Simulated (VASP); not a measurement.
## AlB3Sb4: relaxation of cell and atoms with PBE

AlB3Sb4:

```
B Sb Al
1.0
     3.77536    0.00000    0.00000
     0.00000    7.55072    0.00000
     0.00000    0.00000    5.33916
B Sb Al
3 4 1
Direct
  0.00000 0.75000 0.00000
  0.50000 0.00000 0.50000
  0.00000 0.25000 0.00000
  0.50000 0.75000 0.25000
  0.00000 0.00000 0.75000
  0.50000 0.25000 0.25000
  0.00000 0.50000 0.75000
  0.50000 0.50000 0.50000
```

```
Program                : VASP 6.6.1
Task                   : relaxation of cell and atoms
Functional             : PBE
Potentials or basis    : VASP PAW PBE potentials, release 64 (B, Sb, Al)
Cutoff                 : 500 eV
k mesh                 : 6 × 4 × 4
Occupations            : fermi-dirac, width 0.02 eV
Spin                   : no spin polarisation
Dipole correction      : no
Further INCAR settings : ALGO = Normal; EDIFF = 1e-07; IBRION = 2; EDIFFG = -0.005; NSW = 80; ISIF = 3
```

```json
{"Relaxed volume": "21.08 Å³/atom", "Relaxed cell": "a = 3.871 Å, b = 7.853 Å, c = 5.547 Å, α = 90.00°, β = 90.00°, γ = 90.00°", "Space group after relaxing (to 0.1 Å)": "Pmm2 (No. 25)", "Energy gained by relaxing": "274.8 meV/atom", "Ionic steps": "19", "Pressure after relaxing": "0.0 GPa", "Band gap on the k mesh": "0.02 eV"}
```

Forces on the atoms (eV/Å):
```
B    0.000 -0.001  0.000
B    0.000  0.000  0.001
B    0.000  0.001  0.000
Sb   0.000 -0.001 -0.002
Sb   0.000  0.000  0.002
Sb   0.000  0.001 -0.002
Sb   0.000  0.000  0.000
Al   0.000  0.000  0.001
```

Step by step:
| step | energy change (eV) | largest force (eV/Å) | pressure (GPa) | volume (Å³) |
| --- | --- | --- | --- | --- |
| 1 | 0.0000 | 4.9931 | 13.86 | 152.20 |
| 2 | -1.4435 | 0.7044 | -7.29 | 191.41 |
| 3 | -1.8544 | 1.3097 | -2.67 | 176.70 |
| 4 | -1.8549 | 1.3625 | -2.46 | 176.19 |
| 5 | -2.0724 | 0.6616 | -0.44 | 170.45 |
| 6 | -2.1118 | 0.7028 | 1.11 | 166.84 |
| 7 | -2.1784 | 0.3529 | 0.22 | 168.21 |
| 8 | -2.1825 | 0.2946 | -0.02 | 168.64 |
| 9 | -2.1949 | 0.1887 | -0.15 | 168.86 |
| 10 | -2.1950 | 0.1719 | -0.14 | 168.85 |
| 11 | -2.1969 | 0.0614 | 0.09 | 168.38 |
| 12 | -2.1970 | 0.0551 | 0.11 | 168.36 |
| 13 | -2.1976 | 0.0379 | -0.02 | 168.63 |
| 14 | -2.1977 | 0.0462 | -0.13 | 168.88 |
| 15 | -2.1979 | 0.0126 | -0.02 | 168.67 |
| 16 | -2.1979 | 0.0136 | -0.03 | 168.67 |
| 17 | -2.1980 | 0.0094 | 0.01 | 168.60 |
| 18 | -2.1980 | 0.0095 | 0.01 | 168.59 |
| 19 | -2.1980 | 0.0024 | 0.00 | 168.62 |

Final structure:
```
B Sb Al
1.0
     3.87082    0.00000    0.00000
     0.00000    7.85346    0.00000
     0.00000    0.00000    5.54694
B Sb Al
3 4 1
Direct
  0.00000 0.76797 0.99891
  0.50000 0.00000 0.49507
  0.00000 0.23203 0.99891
  0.50000 0.77550 0.23325
  0.00000 0.00000 0.73249
  0.50000 0.22450 0.23325
  0.00000 0.50000 0.80834
  0.50000 0.50000 0.49978
```

Levels at points of the mesh, in eV from the valence-band top:
```tsv
k point	band 12	band 13	band 14	band 15	band 16	band 17	band 18	band 19	band 20	band 21
(0.00, 0.00, 0.00)	-2.31	-1.61	-0.51	-0.39	0.00	0.02	0.59	1.39	1.74	2.08
(0.50, 0.00, 0.00)	-3.71	-3.38	-3.32	-2.41	-1.51	0.33	0.44	0.54	0.89	1.39
(0.00, 0.50, 0.00)	-2.86	-2.35	-1.96	-1.13	-0.06	0.72	1.05	1.70	2.35	2.60
(0.50, 0.50, 0.00)	-3.74	-3.67	-3.42	-3.34	-2.74	0.95	1.68	1.85	1.86	2.27
(0.00, 0.00, 0.50)	-2.23	-2.23	-1.92	-1.65	-0.65	0.25	0.56	0.74	1.51	2.41
(0.50, 0.00, 0.50)	-4.37	-2.31	-1.99	-1.86	-1.41	0.24	1.25	2.89	3.23	3.25
(0.00, 0.50, 0.50)	-2.57	-2.53	-2.24	-2.00	-0.71	1.24	1.55	1.62	2.28	2.93
(0.50, 0.50, 0.50)	-3.71	-2.91	-2.83	-2.82	-2.64	2.00	2.01	2.26	2.64	2.68
```

Wall time 28 min on 1 thread of Oxide Virtual Turin-like Processor, with other jobs on the host, peak memory 0.28 GiB.

Caveat: the smearing spreads over this small gap; semilocal functionals underestimate gaps, and a narrow one can read as zero; spin-orbit coupling is left out, which moves the levels of the heavy elements. A k mesh can miss the band edges.
